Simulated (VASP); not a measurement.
# SiO2 (I-42d) in VASP: further runs, part 2 of 2

VASP 6.6.1. The steps go on from the part before.

**3. Vibrations by perturbation theory, LDA**

Contents of INCAR:

```
SYSTEM = SiO2
ALGO = Normal ; EDIFF = 1E-8
ENCUT = 600 ; GGA_COMPAT = .False.
IBRION = 8 ; ISIF = 2
ISMEAR = 0 ; KPAR = 4
LASPH = .True. ; LCHARG = .False.
LEPSILON = .True. ; LREAL = .False.
LWAVE = .False. ; NELM = 120
NSW = 1 ; PREC = Accurate
SIGMA = 0.01
```

Contents of KPOINTS:

```
k-points
0
Gamma
  8 8 8
  0 0 0
```

Contents of POSCAR:

```
SiO2
1.0
   -2.4632701762      2.4632701762      3.6420760746
    2.4632701762     -2.4632701762      3.6420760746
    2.4632701762      2.4632701762     -3.6420760746
Si O
2 4
Direct
    0.0000000000      0.0000000000      0.0000000000
    0.7500000000      0.2500000000      0.5000000000
    0.9741962338      0.6250000000      0.8491962338
    0.3750000000      0.2241962338      0.3491962338
    0.7758037662      0.1250000000      0.1508037662
    0.8750000000      0.0258037662      0.6508037662
```

Potentials or basis: VASP PAW LDA potentials, release 64 (Si, O).

Run with:

```
> cat potpaw_LDA.64/Si/POTCAR potpaw_LDA.64/O/POTCAR > POTCAR
> mpirun -np 4 vasp_std > vasp.out
```

OUTCAR:

```text
SYSTEM = SiO2
   EDIFF = 1E-8
   ENCUT = 600
   IBRION = 8
   ISIF = 2
   ISMEAR = 0
   LASPH = .True.
   LEPSILON = .True.
   LREAL = .False.
   NELM = 120
   NSW = 1
   PREC = Accurate

 ion  position               nearest neighbor table
   1  0.000  0.000  0.000-   4 1.61   3 1.61   5 1.61   6 1.61   2 3.06   2 3.06   2 3.06   2 3.06

   2  0.750  0.250  0.500-   3 1.61   4 1.61   5 1.61   6 1.61   1 3.06   1 3.06   1 3.06   1 3.06

   3  0.974  0.625  0.849-   2 1.61   1 1.61
   4  0.375  0.224  0.349-   1 1.61   2 1.61
   5  0.776  0.125  0.151-   1 1.61   2 1.61
   6  0.875  0.026  0.651-   1 1.61   2 1.61

  LATTYP: Found a body centered tetragonal cell.
 ALAT       =     4.9265403524
 C/A-ratio  =     1.4785532297

  Lattice vectors:

 A1 = (  -2.4632701762,   2.4632701762,   3.6420760746)
 A2 = (   2.4632701762,  -2.4632701762,   3.6420760746)
[... 903 lines left out ...]
  3Y    -5.983896    3.662356   -3.570239    5.983896    3.662356    3.570239   -0.000000  -10.020195    0.000000    1.594273    1.508282    2.871391   -0.000000   -0.321081   -0.000000   -1.594273    1.508282   -2.871391
  3Z    10.075017   -3.342289    8.655321   10.075017    3.342289    8.655321  -26.028813   -0.000000  -24.061463    2.872455    3.027490    3.592810    0.133869   -0.000000   -0.434799    2.872455   -3.027490    3.592810
  4X     3.662356    5.983896    3.570239    3.662356   -5.983896   -3.570239    1.508282    1.594273    2.871391  -10.020195    0.000000    0.000000    1.508282   -1.594273   -2.871391   -0.321081    0.000000    0.000000
  4Y     4.235298   15.108998   10.051390   -4.235298   15.108998   10.051390    1.736318    1.503305    3.030572    0.000000  -40.205350  -26.031138   -1.736318    1.503305    3.030572   -0.000000    6.980745   -0.132787
  4Z     3.342289   10.075017    8.655321   -3.342289   10.075017    8.655321    3.027490    2.872455    3.592810    0.000000  -26.028813  -24.061463   -3.027490    2.872455    3.592810    0.000000    0.133869   -0.434799
  5X    15.108998   -4.235298  -10.051390   15.108998    4.235298  -10.051390    6.980745    0.000000    0.132787    1.503305   -1.736318   -3.030572  -40.205350    0.000000   26.031138    1.503305    1.736318   -3.030572
  5Y    -5.983896    3.662356    3.570239    5.983896    3.662356   -3.570239   -0.000000   -0.321081    0.000000   -1.594273    1.508282    2.871391   -0.000000  -10.020195    0.000000    1.594273    1.508282   -2.871391
  5Z   -10.075017    3.342289    8.655321  -10.075017   -3.342289    8.655321   -0.133869    0.000000   -0.434799   -2.872455    3.027490    3.592810   26.028813    0.000000  -24.061463   -2.872455   -3.027490    3.592810
  6X     3.662356    5.983896   -3.570239    3.662356   -5.983896    3.570239    1.508282   -1.594273    2.871391   -0.321081    0.000000   -0.000000    1.508282    1.594273   -2.871391  -10.020195    0.000000   -0.000000
  6Y     4.235298   15.108998  -10.051390   -4.235298   15.108998  -10.051390   -1.736318    1.503305   -3.030572   -0.000000    6.980745    0.132787    1.736318    1.503305   -3.030572    0.000000  -40.205350   26.031138
  6Z    -3.342289  -10.075017    8.655321    3.342289  -10.075017    8.655321    3.027490   -2.872455    3.592810   -0.000000   -0.133869   -0.434799   -3.027490   -2.872455    3.592810   -0.000000   26.028813  -24.061463

 Eigenvectors and eigenvalues of the dynamical matrix
 ----------------------------------------------------

   1 f  =   33.792823 THz   212.326571 2PiTHz 1127.207255 cm-1   139.755825 meV
             X         Y         Z           dx          dy          dz
      0.000000  0.000000  0.000000    -0.000000   -0.000000    0.000000
      0.000000  2.463270  1.821038     0.000000   -0.000000    0.000000
      1.231635  2.951964  2.731557     0.400388   -0.000000    0.299482
      0.488694  1.231635  0.910519     0.000000   -0.400388   -0.299482
     -1.231635  1.974576  2.731557    -0.400388   -0.000000    0.299482
     -0.488694  3.694905  0.910519     0.000000    0.400388   -0.299482
[... 145 lines left out ...]
  18 f/i=    0.004519 THz     0.028392 2PiTHz    0.150728 cm-1     0.018688 meV
             X         Y         Z           dx          dy          dz
      0.000000  0.000000  0.000000    -0.481364    0.046060    0.000000
      0.000000  2.463270  1.821038    -0.481372    0.045975    0.000000
      1.231635  2.951964  2.731557    -0.363147    0.034717   -0.000111
      0.488694  1.231635  0.910519    -0.363155    0.034716    0.000011
     -1.231635  1.974576  2.731557    -0.363147    0.034717    0.000111
     -0.488694  3.694905  0.910519    -0.363155    0.034716   -0.000011

--------------------------------------------------------------------------------------------------------

 MACROSCOPIC STATIC DIELECTRIC TENSOR IONIC CONTRIBUTION
 ------------------------------------------------------
           1.587028    -0.000000     0.000000
          -0.000000     1.587028    -0.000000
           0.000000     0.000000     1.797361
 ------------------------------------------------------

 ELASTIC MODULI CONTR FROM IONIC RELAXATION (kBar)
 Direction    XX          YY          ZZ          XY          YZ          ZX
 --------------------------------------------------------------------------------
 XX       -2153.8009  -1021.9923  -1371.5488      0.0000      0.0000     -0.0000
 YY       -1021.9923  -2153.8009  -1371.5488     -0.0000      0.0000     -0.0000
 ZZ       -1371.5488  -1371.5488  -1184.6779     -0.0000      0.0000     -0.0000
 XY          -0.0000     -0.0000     -0.0000   -609.8095      0.0000     -0.0000
 YZ           0.0000      0.0000      0.0000      0.0000  -1580.0292     -0.0000
 ZX          -0.0000     -0.0000     -0.0000     -0.0000     -0.0000  -1577.7835
 --------------------------------------------------------------------------------

 PIEZOELECTRIC TENSOR IONIC CONTR  for field in x, y, z        (C/m^2)
          XX          YY          ZZ          XY          YZ          ZX
  --------------------------------------------------------------------------------
  x     0.00000     0.00000     0.00000     0.00000     0.22033     0.00000
  y     0.00000     0.00000     0.00000    -0.00000    -0.00000     0.22100
  z    -0.00000    -0.00000     0.00000     0.46012    -0.00000     0.00000
```

OSZICAR:

```text
N       E                     dE             d eps       ncg     rms          rms(c)
DAV:   1     0.218829519097E+03    0.21883E+03   -0.17745E+04  2360   0.159E+03
DAV:   2    -0.433563459031E+02   -0.26219E+03   -0.25459E+03  3332   0.335E+02
DAV:   3    -0.585143734691E+02   -0.15158E+02   -0.15113E+02  2788   0.909E+01
DAV:   4    -0.587095145599E+02   -0.19514E+00   -0.19488E+00  2836   0.113E+01
[... 221 lines left out ...]
RMM:  11    -0.369016218868E+00    0.19066E-06   -0.20503E-09 18204   0.934E-05    0.408E-05
RMM:  12    -0.369016341171E+00   -0.12230E-06   -0.22169E-09 18756   0.775E-05    0.453E-06
RMM:  13    -0.369016330162E+00    0.11009E-07    0.38893E-09 19273   0.511E-05    0.569E-06
RMM:  14    -0.369016312019E+00    0.18143E-07    0.28226E-09 18302   0.436E-05    0.719E-07
RMM:  15    -0.369016311224E+00    0.79471E-09   -0.34456E-09 15503   0.384E-05    0.229E-07
 Linear response finished
```

It took 12 min on 4 MPI ranks of Intel Xeon 6975P-C (Granite Rapids), shared host; peak memory 1.2 GiB.

Results:

| Quantity | Value |
| --- | --- |
| Electronic dielectric tensor (diagonal) | 2.24, 2.24, 2.25 |
| Born charges (mean of the diagonal) | Si +3.30; O -1.65 e |
| Highest phonon frequency at Γ, LO-TO splitting left out | 1127 cm⁻¹ |

Phonon frequencies in cm⁻¹ (negative: imaginary):
| q point | frequencies |
| --- | --- |
| (0.000, 0.000, 0.000) | 0 0 0 135 135 333 359 416 428 448 448 769 782 782 1090 1101 1101 1127 |

Electronic dielectric tensor:
```
2.24 0.00 0.00
0.00 2.24 0.00
0.00 0.00 2.25
```

Born effective charge tensors (e):
atom 1, Si
```
 3.27 -0.37  0.00
 0.37  3.27  0.00
 0.00  0.00  3.35
```
atom 2, Si
```
 3.27  0.37  0.00
-0.37  3.27  0.00
 0.00  0.00  3.35
```
atom 3, O
```
-2.19  0.00 -0.88
 0.00 -1.08  0.00
-0.86  0.00 -1.67
```
atom 4, O
```
-1.08  0.00  0.00
 0.00 -2.19 -0.88
 0.00 -0.86 -1.67
```
atom 5, O
```
-2.19  0.00  0.88
 0.00 -1.08  0.00
 0.86  0.00 -1.67
```
atom 6, O
```
-1.08  0.00  0.00
 0.00 -2.19  0.88
 0.00  0.86 -1.67
```

**4. Vibrations by perturbation theory, LDA**

This run uses another cell than the first one, of 11.79 Å³/atom.

Contents of INCAR:

```
PREC     = Accurate       # precision mode
ENCUT    = 520            # plane-wave cutoff, eV
EDIFF    = 1E-8           # SCF threshold, eV
ISMEAR   = 0              # smearing method
SIGMA    = 0.01           # smearing width, eV
LREAL    = False          # projectors in reciprocal space
LASPH    = True           # aspherical terms in the spheres
NELM     = 60             # most SCF steps
ALGO     = Normal         # electronic algorithm
ISIF     = 2              # what is computed and relaxed
LWAVE    = False          # write WAVECAR
LCHARG   = True           # write CHGCAR
GGA      = CA             # functional
NBANDS   = 25             # bands
IBRION   = 8              # ionic algorithm
NSW      = 1              # ionic steps
LEPSILON = True           # dielectric tensor by DFPT
```

Contents of KPOINTS:

```
regular mesh
0
Gamma
  8 8 8
```

Contents of POSCAR:

```
SiO2
1.0
   -2.1996299079      2.1996299079      3.6536634922
    2.1996299079     -2.1996299079      3.6536634922
    2.1996299079      2.1996299079     -3.6536634922
Si O
2 4
Direct
    0.0000000000      0.0000000000      0.0000000000
    0.7500000000      0.2500000000      0.5000000000
    1.0417080893      0.6250000000      0.9167080893
    0.3750000000      0.2917080893      0.4167080893
    0.7082919107      0.1250000000      0.0832919107
    0.8750000000     -0.0417080893      0.5832919107
```

Potentials or basis: VASP PAW LDA potentials, release 64 (Si, O).

Run with:

```
> cat potpaw_LDA.64/Si/POTCAR potpaw_LDA.64/O/POTCAR > POTCAR
> mpirun -np 1 vasp_std > vasp.out
```

OUTCAR:

```text
PREC = Accurate
   ENCUT = 520
   EDIFF = 1E-8
   ISMEAR = 0
   LREAL = False
   LASPH = True
   NELM = 60
   ISIF = 2
   GGA = CA
   IBRION = 8
   NSW = 1
   LEPSILON = True

 ion  position               nearest neighbor table
   1  0.000  0.000  0.000-   3 1.61   4 1.61   5 1.61   6 1.61   2 2.86   2 2.86   2 2.86   2 2.86

   2  0.750  0.250  0.500-   3 1.61   4 1.61   5 1.61   6 1.61   1 2.86   1 2.86   1 2.86   1 2.86

   3  0.042  0.625  0.917-   1 1.61   2 1.61
   4  0.375  0.292  0.417-   1 1.61   2 1.61
   5  0.708  0.125  0.083-   1 1.61   2 1.61
[... 1205 lines left out ...]
      3.299445  0.733392 -0.913416     0.000413    0.364860   -0.000000
      0.733392  1.099815  0.913416     0.000413    0.365146   -0.000336
     -1.099815  1.466238  2.740248     0.000413    0.364860    0.000000
      1.466238  1.099815  4.567079     0.000413    0.365146    0.000336

--------------------------------------------------------------------------------------------------------

 MACROSCOPIC STATIC DIELECTRIC TENSOR IONIC CONTRIBUTION
 ------------------------------------------------------
           1.690188    -0.000000     0.000000
          -0.000000     1.690188     0.000000
          -0.000000     0.000000     2.228452
 ------------------------------------------------------

 ELASTIC MODULI CONTR FROM IONIC RELAXATION (kBar)
 Direction    XX          YY          ZZ          XY          YZ          ZX
 --------------------------------------------------------------------------------
 XX       -2273.9682  -1459.6724  -1581.5888     -0.0000      0.0000     -0.0000
 YY       -1459.6724  -2273.9682  -1581.5888     -0.0000     -0.0000     -0.0000
 ZZ       -1581.5888  -1581.5888  -1339.9378     -0.0000     -0.0000     -0.0000
 XY          -0.0000     -0.0000     -0.0000  -1478.0297      0.0000     -0.0000
 YZ          -0.0000     -0.0000     -0.0000     -0.0000  -2019.9066      0.0000
 ZX          -0.0000     -0.0000     -0.0000      0.0000      0.0000  -2018.5143
 --------------------------------------------------------------------------------

 PIEZOELECTRIC TENSOR IONIC CONTR  for field in x, y, z        (C/m^2)
          XX          YY          ZZ          XY          YZ          ZX
  --------------------------------------------------------------------------------
  x     0.00000     0.00000     0.00000    -0.00000     0.39418     0.00000
  y    -0.00000     0.00000     0.00000     0.00000    -0.00000     0.39741
  z    -0.00000    -0.00000    -0.00000     0.76653     0.00000     0.00000
```

Run time: 84 min. Hardware: 1 thread of Oxide Virtual Turin-like, shared host; peak memory 0.94 GiB.

Results:

- Electronic dielectric tensor (diagonal): 2.52, 2.52, 2.59
- Born charges (mean of the diagonal): Si +3.19; O -1.60 e
- Highest phonon frequency at Γ, LO-TO splitting left out: 1072 cm⁻¹

Phonon frequencies in cm⁻¹ (negative: imaginary):
```tsv
q point	frequencies
(0.000, 0.000, 0.000)	0 0 0 205 205 376 433 454 454 465 512 836 840 840 1057 1060 1072 1072
```

Electronic dielectric tensor:
```
2.52 0.00 0.00
0.00 2.52 0.00
0.00 0.00 2.59
```

Born effective charge tensors (e):
atom 1, Si
```
 3.09 -0.39  0.00
 0.39  3.09  0.00
 0.00  0.00  3.38
```
atom 2, Si
```
 3.09  0.39  0.00
-0.39  3.09  0.00
 0.00  0.00  3.38
```
atom 3, O
```
-1.94  0.00 -0.75
 0.00 -1.15  0.00
-0.71  0.00 -1.69
```
atom 4, O
```
-1.15  0.00  0.00
 0.00 -1.94 -0.75
 0.00 -0.71 -1.69
```
atom 5, O
```
-1.94  0.00  0.75
 0.00 -1.15  0.00
 0.71  0.00 -1.69
```
atom 6, O
```
-1.15  0.00  0.00
 0.00 -1.94  0.75
 0.00  0.71 -1.69
```

Caveat: the cell stands under pressure or tension, which shifts response properties.
